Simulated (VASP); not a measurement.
# HfN (Fm-3m) in VASP: notebook

Runs on HfN. Level: PBE. Tasks: single point.

All numbers are computed with VASP 6.6.1; they aren't measurements. Logs are shortened: lines on timing, memory, paths and dates and some standing lists are left out, and cuts for length are marked.

**1. The cell of the first run**

The structure is cubic, space group Fm-3m (No. 225). Conventional cell: a = 4.474 Å, b = 4.474 Å, c = 4.474 Å, α = 90.00°, β = 90.00°, γ = 90.00°. Within 3.0 Å of Hf (site symmetry m-3m) lie 6 N at 2.24 Å. N (site symmetry m-3m) has 6 Hf at 2.24 Å within 3.0 Å.

**2. Single point, PBE**

Contents of INCAR:

```
PREC     = Accurate       # precision mode
ENCUT    = 520            # plane-wave cutoff, eV
EDIFF    = 1E-6           # SCF threshold, eV
ISMEAR   = -1             # smearing method
SIGMA    = 0.1            # smearing width, eV
LREAL    = False          # projectors in reciprocal space
LASPH    = True           # aspherical terms in the spheres
NELM     = 100            # most SCF steps
ALGO     = Normal         # electronic algorithm
ISIF     = 2              # what is computed and relaxed
LWAVE    = False          # write WAVECAR
LCHARG   = False          # write CHGCAR
GGA      = PE             # functional
NBANDS   = 14             # bands
```

Contents of KPOINTS:

```
regular mesh
0
Gamma
  11 11 11
```

Contents of POSCAR:

```
HfN
1.0
    0.0000000000      2.2370411205      2.2370411205
    2.2370411205      0.0000000000      2.2370411205
    2.2370411205      2.2370411205      0.0000000000
Hf N
1 1
Direct
    0.0000000000      0.0000000000      0.0000000000
    0.5000000000      0.5000000000      0.5000000000
```

Potentials or basis: VASP PAW PBE potentials, release 64 (Hf_pv, N).

The run is started by

```
cat potpaw_PBE.64/Hf_pv/POTCAR potpaw_PBE.64/N/POTCAR > POTCAR
mpirun -np 1 vasp_std > vasp.out
```

OUTCAR:

```text
PREC = Accurate
   ENCUT = 520
   EDIFF = 1E-6
   ISMEAR = -1
   LREAL = False
   LASPH = True
   NELM = 100
   ISIF = 2
   GGA = PE

 ion  position               nearest neighbor table
   1  0.000  0.000  0.000-   2 2.24   2 2.24   2 2.24   2 2.24   2 2.24   2 2.24
   2  0.500  0.500  0.500-   1 2.24   1 2.24   1 2.24   1 2.24   1 2.24   1 2.24

  LATTYP: Found a face centered cubic cell.
 ALAT       =     4.4740822410

  Lattice vectors:

 A1 = (   0.0000000000,   2.2370411205,   2.2370411205)
 A2 = (   2.2370411205,   0.0000000000,   2.2370411205)
 A3 = (   2.2370411205,   2.2370411205,   0.0000000000)

Analysis of symmetry for initial positions (statically):
=====================================================================
 Subroutine PRICEL returns:
 Original cell was already a primitive cell.

 Routine SETGRP: Setting up the symmetry group for a
 face centered cubic supercell.

 Subroutine GETGRP returns: Found 48 space group operations
 (whereof 48 operations were pure point group operations)
 out of a pool of 48 trial point group operations.

The static configuration has the point symmetry O_h .

Analysis of symmetry for dynamics (positions and initial velocities):
=====================================================================
 Subroutine PRICEL returns:
 Original cell was already a primitive cell.

 Routine SETGRP: Setting up the symmetry group for a
 face centered cubic supercell.

 Subroutine GETGRP returns: Found 48 space group operations
 (whereof 48 operations were pure point group operations)
 out of a pool of 48 trial point group operations.

The dynamic configuration has the point symmetry O_h .

 Subroutine INISYM returns: Found 48 space group operations
 (whereof 48 operations are pure point group operations),
 and found     1 'primitive' translations

----------------------------------------------------------------------------------------

                                     Primitive cell

  volume of cell :      22.3899

  direct lattice vectors                    reciprocal lattice vectors
     0.000000000  2.237041120  2.237041120    -0.223509526  0.223509526  0.223509526
     2.237041120  0.000000000  2.237041120     0.223509526 -0.223509526  0.223509526
     2.237041120  2.237041120  0.000000000     0.223509526  0.223509526 -0.223509526

  length of vectors
     3.163653892  3.163653892  3.163653892     0.387129855  0.387129855  0.387129855

  position of ions in fractional coordinates (direct lattice)
     0.000000000  0.000000000  0.000000000
     0.500000000  0.500000000  0.500000000

  ion indices of the primitive-cell ions
   primitive index   ion index
                 1           1
                 2           2

----------------------------------------------------------------------------------------

 KPOINTS: regular mesh

Automatic generation of k-mesh.
 Grid dimensions read from file:
 generate k-points for:   11   11   11

 Generating k-lattice:

  Cartesian coordinates                     Fractional coordinates (reciprocal lattice)
    -0.020319048  0.020319048  0.020319048     0.090909091  0.000000000  0.000000000
     0.020319048 -0.020319048  0.020319048     0.000000000  0.090909091  0.000000000
     0.020319048  0.020319048 -0.020319048     0.000000000  0.000000000  0.090909091

  Length of vectors
     0.035193623  0.035193623  0.035193623

  Shift w.r.t. Gamma in fractional coordinates (k-lattice)
     0.000000000  0.000000000  0.000000000

 Subroutine IBZKPT returns following result:
 ===========================================

 Found     56 irreducible k-points:

 Following reciprocal coordinates:
            Coordinates               Weight
  0.000000  0.000000  0.000000      1.000000
  0.090909  0.000000  0.000000      8.000000
  0.181818  0.000000  0.000000      8.000000
  0.272727  0.000000  0.000000      8.000000
  0.363636  0.000000  0.000000      8.000000
  0.454545  0.000000  0.000000      8.000000
[... 16 lines left out ...]
 -0.272727  0.181818  0.000000     24.000000
 -0.181818  0.181818  0.000000     12.000000
 [... further k-points ...]
   k-points           NKPTS =     56   k-points in BZ     NKDIM =     56   number of bands    NBANDS=     14
   number of dos      NEDOS =    301   number of ions     NIONS =      2
   total plane-waves  NPLWV =  13824
   dimension x,y,z NGX =    24 NGY =   24 NGZ =   24
   dimension x,y,z NGXF=    48 NGYF=   48 NGZF=   48
   ions per type =               1   1
   NGX,Y,Z   is equivalent  to a cutoff of  12.61, 12.61, 12.61 a.u.
   NGXF,Y,Z  is equivalent  to a cutoff of  25.22, 25.22, 25.22 a.u.
 SYSTEM =  unknown system
   PREC   = accura    normal or accurate (medium, high low for compatibility)
   ISTART =      0    job   : 0-new  1-cont  2-samecut
   ICHARG =      2    charge: 1-file 2-atom 10-const
   ISPIN  =      1    spin polarized calculation?
   LNONCOLLINEAR =      F non collinear calculations
   LSORBIT =      F    spin-orbit coupling
   LASPH  =      T    aspherical Exc in radial PAW
   ENCUT  =  520.0 eV  38.22 Ry    6.18 a.u.   5.88  5.88  5.88*2*pi/ulx,y,z
   NELM   =    100;   NELMIN=  2; NELMDL= -5     # of ELM steps
   EDIFF  = 0.1E-05   stopping-criterion for ELM
   LREAL  =      F    real-space projection
   EDIFFG = 0.1E-04   stopping-criterion for IOM
   NSW    =      0    number of steps for IOM
   IBRION =     -1    ionic relax: 0-MD 1-quasi-New 2-CG
   NFREE  =      0    steps in history (QN), initial steepest desc. (CG)
   ISIF   =      2    stress and relaxation
   ISYM   =      2    0-nonsym 1-usesym 2-fastsym
   POTIM  = 0.5000    time-step for ionic-motion
   TEBEG  =    0.0;   TEEND  =   0.0 temperature during run
   PSTRESS=    0.0 pullay stress
   NELECT =      15.0000    total number of electrons
   NUPDOWN=      -1.0000    fix difference up-down
   EMIN   =  10.00;   EMAX   =-10.00  energy-range for DOS
   EFERMI =   0.00;   METHOD = LEGACY
   ISMEAR =    -1;   SIGMA  =   0.10  broadening in eV -4-tet -1-fermi 0-gaus
   EFERMI_NEDOS =   21; number of points for ismear=-14 and -15
   IALGO  =     38    algorithm
   IMIX   =      4    mixing-type and parameters
     AMIX     =   0.40;   BMIX     =  1.00
     AMIX_MAG =   1.60;   BMIX_MAG =  1.00
  volume/ion in A,a.u.               =      11.19        75.55
  Fermi-wavevector in a.u.,A,eV,Ry     =   1.432478  2.706991 27.919062  2.051993
  Thomas-Fermi vector in A             =   2.552101
   LORBIT       =      0    0 simple, 1 ext, 2 COOP (PROOUT), +10 PAW based schemes
   GGA     = PE    functional components
   LHFCALC =     F    Hartree Fock is set to
   AEXX    =    0.0000 exact exchange contribution
   IVDW    =     0    specifies the selected vdW correction
   LEPSILON=     F    determine dielectric tensor
   LRPA    =     F    only Hartree local field effects (RPA)
 non-spin polarized calculation
  energy-cutoff  :      520.00
  volume of cell :       22.39
 maximum number of plane-waves:       620
   NGX = 11   NGY = 11   NGZ = 11

 number of electron      15.0000001 magnetization

 Free energy of the ion-electron system (eV)
  ---------------------------------------------------
  ext. energy  EPLUGINS =         0.00000000
  ---------------------------------------------------
  free energy    TOTEN  =       -21.72954337 eV

  energy without entropy =      -21.70748996  energy(sigma->0) =      -21.71851667

 E-fermi :   8.6105     XC(G=0): -12.8872

 val. band max:        8.5887879630   @ k =   0.4545   0.1818   0.0000
 cond. band min:       8.6314692495   @ k =  -0.0909   0.0909   0.0000
 fundamental gap:      0.0426812865
 Fermi energy:         8.6105013602

 k-point     1 :       0.0000    0.0000    0.0000
  band No.  band energies     occupation
      1     -22.3872      2.00000
      2     -22.3872      2.00000
      3     -22.3872      2.00000
      4      -9.0354      2.00000
      5       5.5867      2.00000
      6       5.5867      2.00000
      7       5.5867      2.00000
      8       8.2858      1.92514
      9       8.2858      1.92514
     10       8.2858      1.92514
     11      10.6901      0.00000
     12      10.6901      0.00000
     13      10.7310      0.00000
     14      18.2842      0.00000

 k-point     2 :       0.0909    0.0000    0.0000
  band No.  band energies     occupation
      1     -22.4812      2.00000
      2     -22.3947      2.00000
      3     -22.3947      2.00000
      4      -8.8334      2.00000
      5       4.7922      2.00000
      6       5.1070      2.00000
      7       5.1070      2.00000
      8       8.4952      1.52003
      9       8.5689      1.20521
     10       8.5689      1.20521
     11      11.3154      0.00000
     12      11.3342      0.00000
     13      11.3342      0.00000
     14      18.9464      0.00000

 k-point     3 :       0.1818    0.0000    0.0000
  band No.  band energies     occupation
      1     -22.7243      2.00000
      2     -22.4150      2.00000
      3     -22.4150      2.00000
      4      -8.2821      2.00000
      5       3.2709      2.00000
      6       4.1812      2.00000
      7       4.1812      2.00000
      8       8.8392      0.18443
      9       9.2823      0.00241
     10       9.2823      0.00241
     11      12.6025      0.00000
     12      12.8379      0.00000
     13      12.8379      0.00000
     14      20.6161      0.00000

 k-point     4 :       0.2727    0.0000    0.0000
  band No.  band energies     occupation
      1     -23.0247      2.00000
      2     -22.4414      2.00000
      3     -22.4414      2.00000
      4      -7.5215      2.00000
      5       1.7345      2.00000
      6       3.3136      2.00000
      7       3.3136      2.00000
      8       9.4316      0.00054
      9      10.3144      0.00000
     10      10.3144      0.00000
     11      13.8488      0.00000
     12      14.6354      0.00000
     13      14.6354      0.00000
     14      20.9923      0.00000

 k-point     5 :       0.3636    0.0000    0.0000
  band No.  band energies     occupation
      1     -23.2852      2.00000
      2     -22.4654      2.00000
      3     -22.4654      2.00000
      4      -6.7463      2.00000
      5       0.4622      2.00000
      6       2.6835      2.00000
      7       2.6835      2.00000
      8      10.4151      0.00000
      9      11.4863      0.00000
     10      11.4863      0.00000
     11      14.3052      0.00000
[... 276 lines left out ...]
 k-point    22 :      -0.3636    0.1818    0.0000
  band No.  band energies     occupation
      1     -23.2869      2.00000
      2     -22.7096      2.00000
      3     -22.5051      2.00000
      4      -6.6259      2.00000
      5       0.4602      2.00000
      6       2.5738      2.00000
      7       2.9045      2.00000
      8      10.8363      0.00000
      9      11.5709      0.00000
     10      11.7290      0.00000
     11      14.5799      0.00000
     12      17.3046      0.00000
     13      17.8507      0.00000
     14      20.3205      0.00000

 k-point    23 :      -0.2727    0.1818    0.0000
  band No.  band energies     occupation
      1     -23.1569      2.00000
      2     -22.6873      2.00000
      3     -22.4611      2.00000
      4      -6.9309      2.00000
      5       0.8260      2.00000
      6       2.6525      2.00000
      7       3.3098      2.00000
      8      10.0872      0.00000
      9      10.6284      0.00000
     10      12.3450      0.00000
     11      13.2201      0.00000
     12      16.1335      0.00000
     13      17.4125      0.00000
     14      20.9120      0.00000

 k-point    24 :      -0.1818    0.1818    0.0000
  band No.  band energies     occupation
      1     -22.9907      2.00000
      2     -22.6075      2.00000
      3     -22.4246      2.00000
      4      -7.4269      2.00000
      5       1.5461      2.00000
      6       2.9883      2.00000
      7       3.7850      2.00000
      8       9.5240      0.00022
      9       9.7503      0.00002
     10      11.8709      0.00000
     11      12.0736      0.00000
     12      15.0996      0.00000
     13      16.1059      0.00000
     14      20.9923      0.00000

 [... further k-points ...]
[... 5 lines left out ...]
  --------------------------------------------------------------------------------------
  -------------------------------------------------------------------------------------
  Total        1.6752129      1.6752129      1.6752129      0.0000000     -0.0000000     -0.0000000
  in kB      119.8750217    119.8750217    119.8750217      0.0000000     -0.0000000     -0.0000000
  external PRESSURE =     119.8750217 kB  Pullay stress =       0.0000000 kB

 VOLUME and BASIS-vectors are now :
 -----------------------------------------------------------------------------
  energy-cutoff  :      520.00
  volume of cell :       22.39
      direct lattice vectors                 reciprocal lattice vectors
     0.000000000  2.237041120  2.237041120    -0.223509526  0.223509526  0.223509526
     2.237041120  0.000000000  2.237041120     0.223509526 -0.223509526  0.223509526
     2.237041120  2.237041120  0.000000000     0.223509526  0.223509526 -0.223509526

 POSITION                                       TOTAL-FORCE (eV/Angst)
 -----------------------------------------------------------------------------------
      0.00000      0.00000      0.00000         0.000000      0.000000      0.000000
      2.23704      2.23704      2.23704         0.000000      0.000000     -0.000000
 -----------------------------------------------------------------------------------
    total drift:                                0.000000     -0.000000     -0.000000

  FREE ENERGIE OF THE ION-ELECTRON SYSTEM (eV)
  ---------------------------------------------------
  free  energy   TOTEN  =       -21.7295433741 eV

  energy  without entropy=      -21.7074899581  energy(sigma->0) =      -21.71851667
```

Wall time 31 s (1 thread of AMD EPYC 7R13, shared host); peak memory 0.12 GiB.

What came out:

```
Free energy : -21.7295 eV
Pressure    : 12.0 GPa
```

Levels at points of the mesh, in eV from the Fermi level:
```
           k point  band 4  band 5  band 6  band 7  band 8  band 9  band 10  band 11  band 12  band 13
(0.00, 0.00, 0.00)  -17.65   -3.02   -3.02   -3.02   -0.32   -0.32    -0.32     2.08     2.08     2.12
```

Caveat: spin-orbit coupling is left out, which moves the levels of the heavy elements.

**3. Single point, PBE**

This run uses another cell than the first one, of 11.48 Å³/atom, 1.026 times its volume.

Contents of INCAR:

```
ALGO = Normal ; EDIFF = 1E-6
ENCUT = 520 ; GGA = PE
ISIF = 2 ; ISMEAR = -1
LASPH = True ; LCHARG = False
LREAL = False ; LWAVE = False
NBANDS = 14 ; NELM = 80
PREC = Accurate ; SIGMA = 0.1
```

Contents of KPOINTS:

```
k-points
0
Gamma
  11 11 11
```

Contents of POSCAR:

```
HfN
1.0
    0.0000000000      2.2560000000      2.2560000000
    2.2560000000      0.0000000000      2.2560000000
    2.2560000000      2.2560000000      0.0000000000
Hf N
1 1
Direct
    0.0000000000      0.0000000000      0.0000000000
    0.5000000000      0.5000000000      0.5000000000
```

Potentials or basis: VASP PAW PBE potentials, release 64 (Hf_pv, N).

The run is started by

```
cat potpaw_PBE.64/Hf_pv/POTCAR potpaw_PBE.64/N/POTCAR > POTCAR
mpirun -np 1 vasp_std > vasp.out
```

Run time: 32 s. Hardware: 1 thread of AMD EPYC 7R13, shared host; peak memory 0.12 GiB.

It converged, with:

| Property | Result |
| --- | --- |
| Free energy | -21.7588 eV |
| Pressure | 4.3 GPa |

Levels at points of the mesh, in eV from the Fermi level:
```
           k point  band 6  band 7  band 8  band 9  band 10  band 11
(0.00, 0.00, 0.00)   -2.99   -2.99   -0.31   -0.31    -0.31     1.87
```

Caveat: spin-orbit coupling is left out, which moves the levels of the heavy elements.

(Part 1 of 2 ends here.)
